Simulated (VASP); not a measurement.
# Au (P6/mmm) in VASP: further runs

Runs on Au. Level: BLYP. Tasks: relaxation of cell and atoms, single point.

Program: VASP 6.6.1. These are calculated values, not measurements. Logs are shortened: lines on timing, memory, paths and dates and some standing lists are left out, and cuts for length are marked.

## Step 1: The cell of the first run

The structure is hexagonal, space group P6/mmm (No. 191). The conventional cell has a = 4.576 Å, b = 4.576 Å, c = 2.805 Å, α = 90.00°, β = 90.00°, γ = 120.00°. Au (site symmetry 6/mmm) has 14 Au at 2.81 to 2.99 Å within 3.7 Å. Within 3.5 Å of Au (site symmetry -6m2) lie 11 Au at 2.64 to 2.99 Å.

## Step 2: Relaxation of cell and atoms, BLYP

The input, INCAR:

```
SYSTEM = Au
PREC = Accurate ; ENCUT = 600
EDIFF = 1E-6 ; ISMEAR = -1
SIGMA = 0.1 ; LREAL = .False.
LASPH = .True. ; NELM = 100
ALGO = Normal ; ISIF = 3
LWAVE = .False. ; LCHARG = .False.
GGA = B5 ; ALDAX = 1.0
AGGAX = 1.0 ; AGGAC = 1.0
ALDAC = 0.0 ; IBRION = 2
NSW = 80 ; EDIFFG = -0.01
```

The input, KPOINTS:

```
Automatic mesh
0
Gamma
  8 8 11
  0 0 0
```

The input, POSCAR:

```
Au
1.0
    4.5761069469      0.0000000000      0.0000000000
   -2.2880534735      3.9630248665      0.0000000000
    0.0000000000      0.0000000000      2.8051535585
Au
3
Direct
    0.0000000000      0.0000000000      0.0000000000
    0.3333333333      0.6666666667      0.5000000000
    0.6666666667      0.3333333333      0.5000000000
```

Potentials or basis: VASP PAW PBE potentials, release 64 (Au).

Launch:

```
cat potpaw_PBE.64/Au/POTCAR > POTCAR
mpirun -np 1 vasp_std > vasp.out
```

OUTCAR:

```text
SYSTEM = Au
   PREC = Accurate
   ENCUT = 600
   EDIFF = 1E-6
   ISMEAR = -1
   LREAL = .False.
   LASPH = .True.
   NELM = 100
   ISIF = 3
   GGA = B5
   IBRION = 2
   NSW = 80
   EDIFFG = -0.01

 ion  position               nearest neighbor table
   1  0.000  0.000  0.000-   2 2.99   3 2.99   2 2.99   3 2.99   3 2.99   3 2.99   2 2.99   2 2.99
                             3 2.99   3 2.99   2 2.99   2 2.99
   2  0.333  0.667  0.500-   3 2.64   3 2.64   3 2.64   1 2.99   1 2.99   1 2.99   1 2.99   1 2.99
                             1 2.99
   3  0.667  0.333  0.500-   2 2.64   2 2.64   2 2.64   1 2.99   1 2.99   1 2.99   1 2.99   1 2.99
                             1 2.99

  LATTYP: Found a hexagonal cell.
 ALAT       =     4.5761069469
 C/A-ratio  =     0.6130000000

  Lattice vectors:

 A1 = (   4.5761069469,   0.0000000000,   0.0000000000)
 A2 = (  -2.2880534735,   3.9630248665,   0.0000000000)
 A3 = (   0.0000000000,   0.0000000000,   2.8051535585)

Analysis of symmetry for initial positions (statically):
=====================================================================
 Subroutine PRICEL returns:
 Original cell was already a primitive cell.

 Routine SETGRP: Setting up the symmetry group for a
 hexagonal supercell.

 Subroutine GETGRP returns: Found 24 space group operations
 (whereof 24 operations were pure point group operations)
 out of a pool of 24 trial point group operations.

The static configuration has the point symmetry D_6h.

Analysis of symmetry for dynamics (positions and initial velocities):
=====================================================================
 Subroutine PRICEL returns:
 Original cell was already a primitive cell.

 Routine SETGRP: Setting up the symmetry group for a
 hexagonal supercell.

 Subroutine GETGRP returns: Found 24 space group operations
 (whereof 24 operations were pure point group operations)
 out of a pool of 24 trial point group operations.

The dynamic configuration has the point symmetry D_6h.

 Subroutine INISYM returns: Found 24 space group operations
 (whereof 24 operations are pure point group operations),
 and found     1 'primitive' translations

----------------------------------------------------------------------------------------

                                     Primitive cell

  volume of cell :      50.8721

  direct lattice vectors                    reciprocal lattice vectors
     4.576106947  0.000000000  0.000000000     0.218526361  0.126166254  0.000000000
    -2.288053474  3.963024867  0.000000000     0.000000000  0.252332507  0.000000000
     0.000000000  0.000000000  2.805153558     0.000000000  0.000000000  0.356486723

  length of vectors
     4.576106947  4.576106947  2.805153558     0.252332507  0.252332507  0.356486723

  position of ions in fractional coordinates (direct lattice)
     0.000000000  0.000000000  0.000000000
     0.333333333  0.666666667  0.500000000
     0.666666667  0.333333333  0.500000000

  ion indices of the primitive-cell ions
   primitive index   ion index
                 1           1
                 2           2
                 3           3

----------------------------------------------------------------------------------------

 KPOINTS: Automatic mesh

Automatic generation of k-mesh.
 Grid dimensions read from file:
 generate k-points for:    8    8   11

 Generating k-lattice:

  Cartesian coordinates                     Fractional coordinates (reciprocal lattice)
     0.027315795  0.015770782  0.000000000     0.125000000 -0.000000000  0.000000000
     0.000000000  0.031541563  0.000000000     0.000000000  0.125000000  0.000000000
     0.000000000  0.000000000  0.032407884     0.000000000  0.000000000  0.090909091

  Length of vectors
     0.031541563  0.031541563  0.032407884

  Shift w.r.t. Gamma in fractional coordinates (k-lattice)
     0.000000000  0.000000000  0.000000000

 Subroutine IBZKPT returns following result:
 ===========================================

 Found     60 irreducible k-points:

 Following reciprocal coordinates:
            Coordinates               Weight
  0.000000  0.000000  0.000000      1.000000
  0.125000 -0.000000  0.000000      6.000000
  0.250000 -0.000000  0.000000      6.000000
  0.375000  0.000000  0.000000      6.000000
  0.500000 -0.000000  0.000000      3.000000
  0.125000  0.125000  0.000000      6.000000
[... 16 lines left out ...]
  0.250000 -0.000000  0.181818     12.000000
  0.375000  0.000000  0.181818     12.000000
 [... further k-points ...]
   k-points           NKPTS =     60   k-points in BZ     NKDIM =     60   number of bands    NBANDS=     20
   number of dos      NEDOS =    301   number of ions     NIONS =      3
   total plane-waves  NPLWV =  38400
   dimension x,y,z NGX =    40 NGY =   40 NGZ =   24
   dimension x,y,z NGXF=    80 NGYF=   80 NGZF=   48
   ions per type =               3
   NGX,Y,Z   is equivalent  to a cutoff of  14.53, 14.53, 14.22 a.u.
   NGXF,Y,Z  is equivalent  to a cutoff of  29.06, 29.06, 28.45 a.u.
 SYSTEM =  Au
   PREC   = accura    normal or accurate (medium, high low for compatibility)
   ISTART =      0    job   : 0-new  1-cont  2-samecut
   ICHARG =      2    charge: 1-file 2-atom 10-const
   ISPIN  =      1    spin polarized calculation?
   LNONCOLLINEAR =      F non collinear calculations
   LSORBIT =      F    spin-orbit coupling
   LASPH  =      T    aspherical Exc in radial PAW
   ENCUT  =  600.0 eV  44.10 Ry    6.64 a.u.   9.14  9.14  5.60*2*pi/ulx,y,z
   NELM   =    100;   NELMIN=  2; NELMDL= -5     # of ELM steps
   EDIFF  = 0.1E-05   stopping-criterion for ELM
   LREAL  =      F    real-space projection
   EDIFFG = -.1E-01   stopping-criterion for IOM
   NSW    =     80    number of steps for IOM
   IBRION =      2    ionic relax: 0-MD 1-quasi-New 2-CG
   NFREE  =      1    steps in history (QN), initial steepest desc. (CG)
   ISIF   =      3    stress and relaxation
   ISYM   =      2    0-nonsym 1-usesym 2-fastsym
   POTIM  = 0.5000    time-step for ionic-motion
   TEBEG  =    0.0;   TEEND  =   0.0 temperature during run
   PSTRESS=    0.0 pullay stress
   NELECT =      33.0000    total number of electrons
   NUPDOWN=      -1.0000    fix difference up-down
   EMIN   =  10.00;   EMAX   =-10.00  energy-range for DOS
   EFERMI =   0.00;   METHOD = LEGACY
   ISMEAR =    -1;   SIGMA  =   0.10  broadening in eV -4-tet -1-fermi 0-gaus
   EFERMI_NEDOS =   21; number of points for ismear=-14 and -15
   IALGO  =     38    algorithm
   IMIX   =      4    mixing-type and parameters
     AMIX     =   0.40;   BMIX     =  1.00
     AMIX_MAG =   1.60;   BMIX_MAG =  1.00
  volume/ion in A,a.u.               =      16.96       114.43
  Fermi-wavevector in a.u.,A,eV,Ry     =   1.417162  2.678049 27.325249  2.008349
  Thomas-Fermi vector in A             =   2.538421
   LORBIT       =      0    0 simple, 1 ext, 2 COOP (PROOUT), +10 PAW based schemes
   GGA     = B5    functional components
   LHFCALC =     F    Hartree Fock is set to
   AEXX    =    0.0000 exact exchange contribution
   IVDW    =     0    specifies the selected vdW correction
   LEPSILON=     F    determine dielectric tensor
   LRPA    =     F    only Hartree local field effects (RPA)
 conjugate gradient relaxation of ions
 non-spin polarized calculation
  energy-cutoff  :      600.00
  volume of cell :       50.87
 maximum number of plane-waves:      1710
 NGX is ok and might be reduce to    40
   NGX = 19   NGY = 19   NGZ = 11

--------------------------------------- Ionic step        1  -------------------------------------------

 number of electron      32.9999999 magnetization

 Free energy of the ion-electron system (eV)
  ---------------------------------------------------
  ext. energy  EPLUGINS =         0.00000000
  ---------------------------------------------------
  free energy    TOTEN  =        -6.63503795 eV

  energy without entropy =       -6.60463411  energy(sigma->0) =       -6.61983603

 E-fermi :  10.1679     XC(G=0): -12.0821

 val. band max:       10.0749923327   @ k =   0.2500   0.2500   0.4545
 cond. band min:      10.1707525485   @ k =   0.3750   0.1250   0.3636
 fundamental gap:      0.0957602158
 Fermi energy:        10.1678677762

 k-point     1 :       0.0000    0.0000    0.0000
  band No.  band energies     occupation
      1       0.3189      2.00000
      2       3.2097      2.00000
      3       4.6175      2.00000
      4       5.0069      2.00000
      5       5.0069      2.00000
      6       5.0655      2.00000
[... 12 lines left out ...]
     19      15.8039      0.00000
[... 513 lines left out ...]
      4       4.2567      2.00000
      5       4.4555      2.00000
      6       5.1052      2.00000
[... 12 lines left out ...]
     19      13.6730      0.00000
     20      19.0684      0.00000

 [... further k-points ...]
[... 5 lines left out ...]
  --------------------------------------------------------------------------------------
  -------------------------------------------------------------------------------------
  Total        8.9247152      8.9247152      7.0060727     -0.0000000      0.0000000      0.0000000
  in kB      281.0770243    281.0770244    220.6508572     -0.0000000      0.0000000      0.0000000
  external PRESSURE =     260.9349686 kB  Pullay stress =       0.0000000 kB
[... 22 lines left out ...]
  energy  without entropy=       -6.6046341066  energy(sigma->0) =       -6.61983603

--------------------------------------- Ionic step        2  -------------------------------------------

 number of electron      32.9999998 magnetization

 E-fermi :   4.9057     XC(G=0): -10.0255

 val. band max:        4.8996734945   @ k =   0.3750   0.1250   0.3636
 cond. band min:       4.9718647423   @ k =   0.2500  -0.0000   0.0000
 fundamental gap:      0.0721912478
 Fermi energy:         4.9057357735

 k-point     1 :       0.0000    0.0000    0.0000
  band No.  band energies     occupation
      1      -1.6112      2.00000
      2       0.5016      2.00000
      3       1.1446      2.00000
      4       1.4103      2.00000
      5       1.6078      2.00000
      6       1.6078      2.00000
[... 12 lines left out ...]
     19       9.4847      0.00000
[... 513 lines left out ...]
      4       1.1947      2.00000
      5       1.2438      2.00000
      6       1.5528      2.00000
[... 12 lines left out ...]
     19       7.2513      0.00000
     20      11.8658      0.00000

 [... further k-points ...]
[... 5 lines left out ...]
  --------------------------------------------------------------------------------------
  -------------------------------------------------------------------------------------
  Total       -4.9509937     -4.9509937     -5.0552436      0.0000000      0.0000000      0.0000000
  in kB     -107.1701615   -107.1701615   -109.4267754      0.0000000      0.0000000      0.0000000
  external PRESSURE =    -107.9223661 kB  Pullay stress =       0.0000000 kB
[... 244 lines left out ...]
  energy  without entropy=       -7.2230650691  energy(sigma->0) =       -7.23983762

--------------------------------------- Ionic step        9  -------------------------------------------

 number of electron      33.0000000 magnetization

 Free energy of the ion-electron system (eV)
  ---------------------------------------------------
  ext. energy  EPLUGINS =         0.00000000
  ---------------------------------------------------
  free energy    TOTEN  =        -7.25665699 eV

  energy without entropy =       -7.22314006  energy(sigma->0) =       -7.23989853

 E-fermi :   7.5999     XC(G=0): -11.1601

 val. band max:        7.5773440999   @ k =   0.3750   0.1250   0.3636
 cond. band min:       7.6032817785   @ k =   0.2500   0.2500   0.2727
 fundamental gap:      0.0259376786
 Fermi energy:         7.5998562865

 k-point     1 :       0.0000    0.0000    0.0000
  band No.  band energies     occupation
      1      -0.6379      2.00000
      2       1.8756      2.00000
      3       2.8077      2.00000
      4       3.1970      2.00000
      5       3.3921      2.00000
      6       3.3921      2.00000
[... 12 lines left out ...]
     19      12.5795      0.00000
[... 513 lines left out ...]
      4       2.8393      2.00000
      5       2.8851      2.00000
      6       3.3637      2.00000
[... 12 lines left out ...]
     19      10.1568      0.00000
     20      15.5988      0.00000

 [... further k-points ...]
[... 5 lines left out ...]
  --------------------------------------------------------------------------------------
  -------------------------------------------------------------------------------------
  Total       -0.0003348     -0.0003348     -0.0081755      0.0000000      0.0000000      0.0000000
  in kB       -0.0089590     -0.0089590     -0.2187473      0.0000000      0.0000000      0.0000000
  external PRESSURE =      -0.0788884 kB  Pullay stress =       0.0000000 kB
[... 18 lines left out ...]
  FREE ENERGIE OF THE ION-ELECTRON SYSTEM (eV)
  ---------------------------------------------------
  free  energy   TOTEN  =        -7.2566569930 eV

  energy  without entropy=       -7.2231400611  energy(sigma->0) =       -7.23989853

 reached required accuracy - stopping structural energy minimisation
```

It took 6.6 min on 1 thread of Intel Xeon Platinum 8259CL at 2.50GHz (Skylake/Cascade Lake), shared host; peak memory 0.24 GiB.

Results:

| Item | Value |
| --- | --- |
| Free energy | -7.2567 eV |
| Relaxed volume | 19.96 Å³/atom |
| Relaxed cell | a = 4.879 Å, b = 4.879 Å, c = 2.904 Å, α = 90.00°, β = 90.00°, γ = 120.00° |
| Space group after relaxing (to 0.05 Å) | P6/mmm (No. 191) |
| Energy gained by relaxing | 207.2 meV/atom |
| Ionic steps | 9 |
| Pressure after relaxing | 0.0 GPa |

Step by step:
```
step  energy change (eV)  largest force (eV/Å)  pressure (GPa)  volume (Å³)
   1              0.0000                0.0000           26.09        50.87
   2             -0.0057                0.0000          -10.79        74.02
   3             -0.6174                0.0000           -0.75        60.36
   4             -0.6182                0.0000           -0.29        60.07
   5             -0.6182                0.0000            0.03        59.88
   6             -0.6206                0.0000            0.09        59.82
   7             -0.6215                0.0000            0.18        59.76
   8             -0.6216                0.0000           -0.16        59.97
   9             -0.6216                0.0000           -0.01        59.88
```

Final structure:
```
Au
1.0
     4.87924    0.00000    0.00000
    -2.43962    4.22555    0.00000
     0.00000    0.00000    2.90435
Au
3
Direct
  0.00000 0.00000 0.00000
  0.33333 0.66667 0.50000
  0.66667 0.33333 0.50000
```

Levels at points of the mesh, in eV from the Fermi level:
```tsv
k point	band 12	band 13	band 14	band 15	band 16	band 17	band 18	band 19	band 20
(0.00, 0.00, 0.00)	-3.05	-3.01	-3.01	-1.80	-1.80	2.28	3.06	4.98	4.98
(0.50, 0.00, 0.00)	-2.46	-2.18	-2.14	-2.14	-1.91	-1.75	0.11	2.49	10.20
```

Caveat: the volume moved by over 15 % at a fixed basis, so the end points are rough; the PAW data sets were made with another functional, which shifts forces and pressure a little; spin-orbit coupling is left out, which moves the levels of the heavy elements.

## Step 3: Single point, BLYP

This run uses another cell than the first one, of 19.87 Å³/atom, 1.172 times its volume.

The input, INCAR:

```
SYSTEM = Au
PREC = Accurate
ENCUT = 520
EDIFF = 1E-7
ISMEAR = -1
SIGMA = 0.1
LREAL = .False.
LASPH = .True.
NELM = 60
ALGO = Normal
ISIF = 2
LWAVE = .False.
LCHARG = .False.
GGA = B5
ALDAX = 1.0
AGGAX = 1.0
AGGAC = 1.0
ALDAC = 0.0
NBANDS = 24
```

KPOINTS is that of step 2.

The input, POSCAR:

```
Au
1.0
    4.8724498160      0.0000000000      0.0000000000
   -2.4362249080      4.2196653193      0.0000000000
    0.0000000000      0.0000000000      2.8999393601
Au
3
Direct
    0.0000000000      1.0000000000      0.0000000000
    0.3333333333      0.6666666667      0.5000000000
    0.6666666667      0.3333333333      0.5000000000
```

Potentials or basis: VASP PAW PBE potentials, release 64 (Au).

Launch:

```
cat potpaw_PBE.64/Au/POTCAR > POTCAR
mpirun -np 1 vasp_std > vasp.out
```

Run time: 50 s. Hardware: 1 thread of AMD EPYC 9R45 (Zen 5), shared host; peak memory 0.19 GiB.

It converged, with:

```yaml
Free_energy: -7.2608 eV
Pressure: 0.4 GPa
```

Levels at points of the mesh, in eV from the Fermi level:
```csv
k point,band 14,band 15,band 16,band 17,band 18,band 19
"(0.00, 0.00, 0.00)",-3.02,-1.81,-1.81,2.29,3.08,4.99
"(0.50, 0.00, 0.00)",-2.15,-2.14,-1.91,-1.75,0.09,2.51
```

Caveat: the PAW data sets were made with another functional, which shifts forces and pressure a little; spin-orbit coupling is left out, which moves the levels of the heavy elements.
